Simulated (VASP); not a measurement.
## Os: single point with PBE

The system is Os.

```
CELL_PARAMETERS angstrom
0.00000 1.87473 1.87473
1.87473 0.00000 1.87473
1.87473 1.87473 0.00000
ATOMIC_POSITIONS crystal
Os 0.00000 0.00000 0.00000
```

This isn't the form of Os at room conditions, which is hcp.

```json
{
  "Program": "VASP 6.6.1",
  "Task": "single point",
  "Functional": "PBE",
  "Potentials or basis": "VASP PAW PBE potentials, release 64 (Os)",
  "Cutoff": "520 eV",
  "k mesh": "18 × 18 × 18",
  "Occupations": "fermi-dirac, width 0.1 eV",
  "Spin": "no spin polarisation",
  "Dipole correction": "no",
  "Further INCAR settings": "ALGO = Normal; EDIFF = 1e-07; NBANDS = 10"
}
```

```
Pressure               : 41.0 GPa
Band gap on the k mesh : zero (bands 4 and 5 overlap by 4.25 eV)
```

Levels at points of the mesh, in eV from the Fermi level:
```csv
k point,band 1,band 2,band 3,band 4,band 5,band 6,band 7,band 8
"(0.00, 0.00, 0.00)",-11.36,-3.26,-3.26,-3.26,0.09,0.09,14.21,20.40
"(0.50, 0.00, 0.00)",-8.26,-3.45,-3.45,-0.20,2.76,2.76,9.88,13.76
"(0.50, 0.50, 0.00)",-8.25,-7.49,2.55,2.72,3.53,3.53,12.72,12.72
```

It took 9.3 s on 1 thread of Intel(R) Xeon(R) 6975P-C (Granite Rapids), on a shared host, peak memory 0.14 GiB.

Caveat: the cell stands under pressure; spin-orbit coupling is left out, which moves the levels of the heavy elements.
